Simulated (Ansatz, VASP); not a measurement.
# Two plane-wave programs on CuI

```
Cu I
1.0
     2.96954    2.96954    0.00000
    -2.96954    2.96954    0.00000
     0.00000    2.96954    2.96954
Cu I
1 1
Cartesian
  1.4848 4.4543 1.4848
  0.0000 0.0000 0.0000
```

Alike in both runs: functional PBEsol; k mesh 10 × 10 × 10; occupations fermi-dirac, width 0.1 eV; no spin polarisation.

Ansatz relaxed the structure, and its values are those at the end. VASP's run is a single point on that final structure, the one shown.

```csv
,VASP,Ansatz
version,VASP 6.6.1,Ansatz 0.2.0
potentials or method,"VASP PAW PBE potentials, release 64 (Cu, I)","PAW with Ansatz's default frozen-core files, scalar-relativistic"
plane-wave cutoff (eV),520,420
valence electrons in the cell,18,36
```

|  | VASP | Ansatz | Ansatz less VASP |
| --- | --- | --- | --- |
| pressure (GPa) | 0.5 | 0.0 | -0.45 |

VASP's potentials were made for PBE, not for PBEsol. With one functional, cell and mesh, what is left measures potentials, basis and numerics. VASP's potentials hold 18 valence electrons a cell and Ansatz's 36, so a difference there can come from the potentials and not from the codes.

Spin-orbit coupling is off throughout.
